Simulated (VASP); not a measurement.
Here is a VASP 6.6.1 calculation.

Contents of POSCAR:

```
Li2O
1.0
    2.2864407183      2.2864407183      0.0000000000
   -2.2864407183      2.2864407183      0.0000000000
    0.0000000000      2.2864407183      2.2864407183
Li O
2 1
Direct
    0.2500000000      0.7500000000      0.5000000000
    0.7500000000      0.2500000000      0.5000000000
    0.0000000000      0.0000000000      0.0000000000
```

INCAR.step1

```
SYSTEM = Li2O
PREC     = Accurate       ! precision mode
ENCUT    = 830            ! plane-wave cutoff, eV
ISMEAR   = 0              ! smearing method
SIGMA    = 0.01           ! smearing width, eV
LREAL    = .False.        ! projectors in reciprocal space
LASPH    = .True.         ! aspherical terms in the spheres
NELM     = 120            ! most SCF steps
GGA      = PE             ! functional
ALGO     = Normal         ! electronic algorithm
EDIFF    = 1E-5           ! SCF threshold, eV
LWAVE    = .True.         ! write WAVECAR
LCHARG   = .False.        ! write CHGCAR
GGA_COMPAT= .False.      
IBRION   = 2              ! ionic algorithm
ISIF     = 3              ! what is computed and relaxed
EDIFFG   = -0.005         ! ionic threshold
NELMIN   = 4            
NSW      = 100            ! ionic steps
```

Contents of INCAR.step2:

```
SYSTEM = Li2O
PREC     = Accurate       ! precision mode
ENCUT    = 830            ! plane-wave cutoff, eV
EDIFF    = 1E-7           ! SCF threshold, eV
ISMEAR   = 0              ! smearing method
SIGMA    = 0.01           ! smearing width, eV
LREAL    = .False.        ! projectors in reciprocal space
LASPH    = .True.         ! aspherical terms in the spheres
NELM     = 120            ! most SCF steps
ALGO     = Normal         ! electronic algorithm
ISIF     = 3              ! what is computed and relaxed
LWAVE    = .False.        ! write WAVECAR
LCHARG   = .False.        ! write CHGCAR
METAGGA  = R2SCAN         ! meta-GGA
LMIXTAU  = .True.       
IBRION   = 2              ! ionic algorithm
NSW      = 100            ! ionic steps
EDIFFG   = -0.002         ! ionic threshold
PSTRESS  = 150.0        
ISTART   = 1            
GGA_COMPAT= .False.      
NELMIN   = 4
```

The input KPOINTS:

```
regular mesh
0
Gamma
  8 8 8
  0 0 0
```

Potentials or basis: VASP PAW PBE potentials, release 64 (Li_sv, O).

Launch:

```bash
$ cat potpaw_PBE.64/Li_sv/POTCAR potpaw_PBE.64/O/POTCAR > POTCAR
$ cp INCAR.step1 INCAR
$ mpirun -np 1 vasp_std > vasp.out
$ cp INCAR.step2 INCAR
$ mpirun -np 1 vasp_std > vasp.out
```

Problem. Predict the band gap on the k mesh.

Solution. 5.98 eV (least direct gap 7.46 eV).

Problem. Estimate the relaxed volume.

Solution. 7.05 Å³/atom.

Problem. Predict the space group after relaxing (to 0.1 Å).

Solution. Fm-3m (No. 225).

Problem. What does it give for the relaxed cell?

Solution. a = 3.104 Å, b = 3.104 Å, c = 3.104 Å, α = 60.00°, β = 60.00°, γ = 90.00°.

The path:
```tsv
step	energy change (eV)	largest force (eV/Å)	pressure (GPa)	volume (Å³)
1	0.0000	0.0000	0.23	23.91
2	0.0957	0.0000	12.89	21.45
3	0.1244	0.0000	15.14	21.12
4	0.1195	0.0000	14.75	21.18
5	0.1195	0.0000	14.76	21.18
6	0.1196	0.0000	14.77	21.18
7	0.1196	0.0000	14.77	21.18
8	0.1196	0.0000	14.77	21.18
9	0.1196	0.0000	14.77	21.18
10	0.1197	0.0000	14.77	21.18
11	0.1197	0.0000	14.77	21.18
12	0.1198	0.0000	14.78	21.17
13	0.1199	0.0000	14.79	21.17
14	0.1201	0.0000	14.80	21.17
15	0.1206	0.0000	14.84	21.17
16	0.1215	0.0000	14.91	21.16
17	0.1234	0.0000	15.06	21.14
18	0.1227	0.0000	15.00	21.14
```

Caveat: the cell is relaxed towards a set pressure, so the run minimises the enthalpy, not the energy; the PAW data sets were made with another functional, which shifts forces and pressure a little. A k mesh can miss the band edges.
